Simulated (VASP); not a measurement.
# Pt in VASP: single point with PBE

Aim: the single point of Pt with PBE.

Everything below comes from runs of VASP 6.6.1. Logs are shortened: lines on timing, memory, paths and dates and some standing lists are left out, and cuts for length are marked.

## 1. The cell of the first run

The cell holds a slab with vacuum, 16 atoms: a = 5.615 Å, b = 5.615 Å, c = 22.955 Å, α = 90.00°, β = 90.00°, γ = 90.00°.

## 2. Single point, PBE

Input file INCAR:

```
SYSTEM = Pt
PREC = Accurate
ENCUT = 520
EDIFF = 1E-7
ISMEAR = 0
SIGMA = 0.1
LREAL = Auto
LASPH = .True.
NELM = 60
ALGO = Normal
ISIF = 2
LWAVE = .False.
LCHARG = .False.
LDIPOL = .True.
IDIPOL = 3
DIPOL = 0.5 0.5 0.499
GGA = PE
NBANDS = 94
```

Input file KPOINTS:

```
regular mesh
0
Gamma
  5 5 1
  0 0 0
```

Input file POSCAR:

```
Pt
1.0
    5.6145835603      0.0000000000      0.0000000000
    0.0000000000      5.6145835603      0.0000000000
    0.0000000000      0.0000000000     22.9551651636
Pt
16
Direct
    0.2500000000      0.2500000000      0.3702870330
    0.2500000000      0.7500000000      0.3702870330
    0.7500000000      0.2500000000      0.3702870330
    0.7500000000      0.7500000000      0.3702870330
    0.5000000000      0.5000000000      0.4567623443
    0.5000000000      0.0000000000      0.4567623443
    0.0000000000      0.5000000000      0.4567623443
    0.0000000000      0.0000000000      0.4567623443
    0.7500000000      0.7500000000      0.5420583705
    0.7500000000      0.2500000000      0.5420583705
    0.2500000000      0.7500000000      0.5420583705
    0.2500000000      0.2500000000      0.5420583705
    0.0000000000      0.0000000000      0.6259429953
    0.0000000000      0.5000000000      0.6259429953
    0.5000000000      0.0000000000      0.6259429953
    0.5000000000      0.5000000000      0.6259429953
```

Potentials or basis: VASP PAW PBE potentials, release 64 (Pt).

Started as:

```sh
$ cat potpaw_PBE.64/Pt/POTCAR > POTCAR
$ mpirun -np 1 vasp_std > vasp.out
```

OUTCAR:

```text
SYSTEM = Pt
   PREC = Accurate
   ENCUT = 520
   EDIFF = 1E-7
   ISMEAR = 0
   LREAL = Auto
   LASPH = .True.
   NELM = 60
   ISIF = 2
   GGA = PE

 ion  position               nearest neighbor table
   1  0.250  0.250  0.370-   5 2.81   6 2.81   7 2.81   8 2.81   2 2.81   3 2.81   2 2.81   3 2.81

   2  0.250  0.750  0.370-   5 2.81   6 2.81   7 2.81   8 2.81   1 2.81   4 2.81   1 2.81   4 2.81

   3  0.750  0.250  0.370-   5 2.81   6 2.81   7 2.81   8 2.81   1 2.81   4 2.81   4 2.81   1 2.81
[... 33 lines left out ...]
 A1 = (   5.6145835603,   0.0000000000,   0.0000000000)
 A2 = (   0.0000000000,   5.6145835603,   0.0000000000)
 A3 = (   0.0000000000,   0.0000000000,  22.9551651636)

Analysis of symmetry for initial positions (statically):
=====================================================================
 Subroutine PRICEL returns following result:

  LATTYP: Found a simple tetragonal cell.
 ALAT       =     2.8072917801
 C/A-ratio  =     8.1769787259

  Lattice vectors:

 A1 = (   2.8072917801,   0.0000000000,   0.0000000000)
 A2 = (   0.0000000000,   2.8072917801,   0.0000000000)
 A3 = (   0.0000000000,   0.0000000000,  22.9551651636)

   4 primitive cells build up your supercell.

 Routine SETGRP: Setting up the symmetry group for a
 simple tetragonal supercell.

 Subroutine GETGRP returns: Found  8 space group operations
 (whereof  8 operations were pure point group operations)
 out of a pool of 16 trial point group operations.

The static configuration has the point symmetry C_4v.

Analysis of symmetry for dynamics (positions and initial velocities):
=====================================================================
 Subroutine PRICEL returns following result:

  LATTYP: Found a simple tetragonal cell.
 ALAT       =     2.8072917801
 C/A-ratio  =     8.1769787259

  Lattice vectors:

 A1 = (   2.8072917801,   0.0000000000,   0.0000000000)
 A2 = (   0.0000000000,   2.8072917801,   0.0000000000)
 A3 = (   0.0000000000,   0.0000000000,  22.9551651636)

   4 primitive cells build up your supercell.

 Routine SETGRP: Setting up the symmetry group for a
 simple tetragonal supercell.

 Subroutine GETGRP returns: Found  8 space group operations
 (whereof  8 operations were pure point group operations)
 out of a pool of 16 trial point group operations.

The dynamic configuration has the point symmetry C_4v.

 Subroutine INISYM returns: Found  8 space group operations
[... 92 lines left out ...]
   PSTRESS=    0.0 pullay stress
   NELECT =     160.0000    total number of electrons
   NUPDOWN=      -1.0000    fix difference up-down
   EMIN   =  10.00;   EMAX   =-10.00  energy-range for DOS
   EFERMI =   0.00;   METHOD = LEGACY
   ISMEAR =     0;   SIGMA  =   0.10  broadening in eV -4-tet -1-fermi 0-gaus
   EFERMI_NEDOS =   21; number of points for ismear=-14 and -15
   IALGO  =     38    algorithm
   IMIX   =      4    mixing-type and parameters
     AMIX     =   0.40;   BMIX     =  1.00
     AMIX_MAG =   1.60;   BMIX_MAG =  1.00
  volume/ion in A,a.u.               =      45.23       305.21
  Fermi-wavevector in a.u.,A,eV,Ry     =   0.989942  1.870719 13.333502  0.979985
  Thomas-Fermi vector in A             =   2.121577
   LORBIT       =      0    0 simple, 1 ext, 2 COOP (PROOUT), +10 PAW based schemes
   GGA     = PE    functional components
   LHFCALC =     F    Hartree Fock is set to
   AEXX    =    0.0000 exact exchange contribution
   IVDW    =     0    specifies the selected vdW correction
   LEPSILON=     F    determine dielectric tensor
   LRPA    =     F    only Hartree local field effects (RPA)
 non-spin polarized calculation
 Gauss-broadening in eV      SIGMA  =   0.10
  energy-cutoff  :      520.00
  volume of cell :      723.63
 maximum number of plane-waves:     19561
 NGX is ok and might be reduce to    42
   NGX = 21   NGY = 21   NGZ = 85

 dipolmoment           0.000000      0.000000      0.275366 electrons x Angstroem

 number of electron     160.0000016 magnetization

 dipolmoment           0.000000      0.000000     -0.002385 electrons x Angstroem

 Free energy of the ion-electron system (eV)
  ---------------------------------------------------
  ext. energy  EPLUGINS =         0.00000000
  ---------------------------------------------------
  free energy    TOTEN  =       -90.44376531 eV

  energy without entropy =      -90.28938781  energy(sigma->0) =      -90.36657656

 E-fermi :  -0.0649     XC(G=0):  -5.3881

 val. band max:       -0.0812376464   @ k =   0.2000   0.0000   0.0000
 cond. band min:      -0.0594299637   @ k =   0.4000   0.2000   0.0000
 fundamental gap:      0.0218076827
 Fermi energy:        -0.0648724030

 k-point     1 :       0.0000    0.0000    0.0000
  band No.  band energies     occupation
      1      -9.2850      2.00000
      2      -7.4958      2.00000
      3      -6.6873      2.00000
      4      -6.6873      2.00000
      5      -6.6470      2.00000
      6      -6.6470      2.00000
[... 559 lines left out ...]
     91       1.8496      0.00000
     92       2.7141      0.00000
 [bands above 92 left out]

------------------------ aborting loop because EDIFF is reached ----------------------------------------

 vacuum level on the upper side and lower side of the slab       (xc-potential included)        -0.076        -0.048

  FORCE on cell =-STRESS in cart. coord.  units (eV):
  Direction    XX          YY          ZZ          XY          YZ          ZX
  --------------------------------------------------------------------------------------
  -------------------------------------------------------------------------------------
  Total      -13.9901374    -13.9901374     -3.4543059      0.0000000      0.0000000      0.0000000
  in kB      -30.9754084    -30.9754084     -7.6481404      0.0000000      0.0000000      0.0000000
  external PRESSURE =     -23.1996524 kB  Pullay stress =       0.0000000 kB

 VOLUME and BASIS-vectors are now :
 -----------------------------------------------------------------------------
  energy-cutoff  :      520.00
  volume of cell :      723.63
      direct lattice vectors                 reciprocal lattice vectors
     5.614583560  0.000000000  0.000000000     0.178107599  0.000000000  0.000000000
     0.000000000  5.614583560  0.000000000     0.000000000  0.178107599  0.000000000
     0.000000000  0.000000000 22.955165164     0.000000000  0.000000000  0.043563180

 POSITION                                       TOTAL-FORCE (eV/Angst)
 -----------------------------------------------------------------------------------
      1.40365      1.40365      8.50000        -0.000000     -0.000000      0.366044
      1.40365      4.21094      8.50000         0.000000      0.000000      0.366044
      4.21094      1.40365      8.50000        -0.000000     -0.000000      0.366044
      4.21094      4.21094      8.50000        -0.000000      0.000000      0.366044
      2.80729      2.80729     10.48506        -0.000000     -0.000000     -0.347998
      2.80729      0.00000     10.48506         0.000000     -0.000000     -0.347998
[... 8 lines left out ...]
      2.80729      0.00000     14.36862        -0.000000      0.000000     -0.011480
      2.80729      2.80729     14.36862        -0.000000      0.000000     -0.011480
 -----------------------------------------------------------------------------------
    total drift:                                0.000000      0.000000      0.056959

  FREE ENERGIE OF THE ION-ELECTRON SYSTEM (eV)
  ---------------------------------------------------
  free  energy   TOTEN  =       -90.4437653098 eV

  energy  without entropy=      -90.2893878063  energy(sigma->0) =      -90.36657656

 vacuum level on the upper side and lower side of the slab         5.524         5.550
```

stdout:

```text
POSCAR found type information on POSCAR Pt
 POSCAR found :  1 types and      16 ions
 scaLAPACK will be used
 LDA part: xc-table for (Slater+PW92), standard interpolation
 POSCAR, INCAR and KPOINTS ok, starting setup
 FFT: planning ... GRIDC
 FFT: planning ... GRID_SOFT
 FFT: planning ... GRID
 WAVECAR not read
 entering main loop
```

Run time: 37 min. Hardware: 1 thread of AMD EPYC 7R43 (Zen 3), shared host; peak memory 0.76 GiB.

Results:

```
Free energy            : -90.4438 eV
Largest force          : 0.366 eV/Å
Band gap on the k mesh : zero (bands 80 and 81 overlap by 0.61 eV)
```

Forces in eV/Å, atoms in the order of the input:
```
Pt   0.000  0.000  0.366
Pt   0.000  0.000  0.366
Pt   0.000  0.000  0.366
Pt   0.000  0.000  0.366
Pt   0.000  0.000 -0.348
Pt   0.000  0.000 -0.348
Pt   0.000  0.000 -0.348
Pt   0.000  0.000 -0.348
Pt   0.000  0.000 -0.007
Pt   0.000  0.000 -0.007
Pt   0.000  0.000 -0.007
Pt   0.000  0.000 -0.007
Pt   0.000  0.000 -0.011
Pt   0.000  0.000 -0.011
Pt   0.000  0.000 -0.011
Pt   0.000  0.000 -0.011
```

Caveat: spin-orbit coupling is left out, which moves the levels of the heavy elements.
